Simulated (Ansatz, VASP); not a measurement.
## Two plane-wave programs on BaTiO3

The input INCAR:

```
SYSTEM = BaTiO3
ALGO     = Normal         ! electronic algorithm
EDIFF    = 1E-6           ! SCF threshold, eV
ENCUT    = 1340           ! plane-wave cutoff, eV
GGA      = PE             ! functional
GGA_COMPAT= .False.      
ISIF     = 2              ! what is computed and relaxed
ISMEAR   = 0              ! smearing method
LASPH    = .True.         ! aspherical terms in the spheres
LCHARG   = .False.        ! write CHGCAR
LDAU     = .True.         ! DFT+U
LDAUJ    = 0 0 0        
LDAUL    = -1 2 -1        ! shell
LDAUPRINT= 1            
LDAUTYPE = 2            
LDAUU    = 0 4 0          ! U, eV
LMAXMIX  = 4              ! l up to which the mixer works
LREAL    = .False.        ! projectors in reciprocal space
LWAVE    = .False.        ! write WAVECAR
NBANDS   = 28             ! bands
NELM     = 200            ! most SCF steps
PREC     = Accurate       ! precision mode
SIGMA    = 0.01           ! smearing width, eV
```

KPOINTS

```
k-points
0
Gamma
  6 6 6
  0 0 0
```

The input POSCAR:

```
BaTiO3
1.0
    2.8603720851      1.6514365933      2.3460535783
   -2.8603720851      1.6514365933      2.3460535783
    0.0000000000     -3.3028731867      2.3460535783
Ba Ti O
1 1 3
Direct
    0.0026800181      0.0026800181      0.0026800181
    0.5026800181      0.5026800181      0.5026800181
    0.5026800181      0.5026800181      1.0026800181
    0.5026800181      1.0026800181      0.5026800181
    1.0026800181      0.5026800181      0.5026800181
```

Input for Ansatz:

```yaml
crystal:
  lattice:
    - [2.8603720851, 1.6514365933, 2.3460535783]
    - [-2.8603720851, 1.6514365933, 2.3460535783]
    - [0.0, -3.3028731867, 2.3460535783]
  atoms:
    - { symbol: Ba, position: [0.0026800181, 0.0026800181, 0.0026800181] }
    - { symbol: Ti, position: [0.5026800181, 0.5026800181, 0.5026800181] }
    - { symbol: O, position: [0.5026800181, 0.5026800181, 1.0026800181] }
    - { symbol: O, position: [0.5026800181, 1.0026800181, 0.5026800181] }
    - { symbol: O, position: [1.0026800181, 0.5026800181, 0.5026800181] }
basis:
  ecutwfc: 420
  xc_grid: 2
kpoints:
  mp_grid: { grid: [6, 6, 6] }
hamiltonian:
  xc: pbe
  hubbard: { sites: [{ species: Ti, l: d, u_eff: 4.0 }] }
scf:
  occupations: { method: fixed }
output:
  forces: true
  stress: true
  eigenvalues: true
  polarization: {}
```

Change from the starting cell: polar distortion scaled by 0.00 at the polar cell.

Alike in both runs: task single point; functional PBE; k mesh 6 × 6 × 6; no spin polarisation; Hubbard terms Ti d U = 4.0 eV.

```csv
,VASP,Ansatz
version,VASP 6.6.1,Ansatz 0.2.0
potentials or method,"VASP PAW PBE potentials, release 64 (Ba_sv, Ti_sv, O_h), cutoff 1340 eV","scalar-relativistic, plane waves, PAW"
occupations,"gaussian, width 0.01 eV",fixed
valence electrons in the cell,40,40
```

|  | VASP | Ansatz | Ansatz less VASP |
| --- | --- | --- | --- |
| gap on the k mesh at the Fermi level (eV) | 2.13 | 2.16 | +0.033 |
| least direct gap on the mesh (eV) | 2.34 | 2.34 | +0.003 |
| pressure (GPa) | 0.5 | -2.6 | -3.13 |
| traceless stress, the component that is largest in VASP (GPa) | -0.72 | -0.70 | +0.024 |

The programs project onto different local orbitals, so the same U acts differently, and such runs can settle in different states.

Neither program's run includes spin-orbit coupling.
